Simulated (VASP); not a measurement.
Write the native input for VASP 6.6.1 that does the following.

- Task: single point
- Functional: PBE
- Potentials or basis: VASP PAW PBE potentials, release 64 (Mg)
- Cutoff: 600 eV
- k mesh: 9 × 9 × 5
- Occupations: methfessel-paxton, width 0.1 eV
- Spin: no spin polarisation
- Dipole correction: no
- Further INCAR settings: ALGO = Normal; EDIFF = 1e-06; NBANDS = 9

The structure of Mg lies in POSCAR:

```
Mg
1.0
    2.8824243518      0.0000000000      0.0000000000
   -1.4412121759      2.4962527131      0.0000000000
    0.0000000000      0.0000000000      4.7045997326
Mg
2
Direct
    0.3333333333      0.6666666667      0.2500000000
    0.6666666667      0.3333333333      0.7500000000
```

One way to write it, as run:

INCAR

```
PREC = Accurate
ENCUT = 600
EDIFF = 1E-6
ISMEAR = 1
SIGMA = 0.1
LREAL = F
LASPH = T
NELM = 120
ALGO = Normal
ISIF = 2
LWAVE = F
LCHARG = T
GGA = PE
LELF = T
LVHAR = T
NBANDS = 9
GGA_COMPAT = F
```

KPOINTS

```
Automatic mesh
0
Gamma
  9 9 5
```

Potentials or basis: VASP PAW PBE potentials, release 64 (Mg).

Launch:

```bash
$ cat potpaw_PBE.64/Mg/POTCAR > POTCAR
$ mpirun -np 1 vasp_std > vasp.out
```

Results of the run:

```json
{
 "Pressure": "20.0 GPa",
 "Band gap on the k mesh": "zero (band 2 reaches 5.37 eV, above the bottom of band 3 at 3.16 eV)"
}
```

Run time: 5 s on 1 thread of Intel(R) Xeon(R) 6975P-C (Granite Rapids) (shared host), peak memory 0.16 GiB.
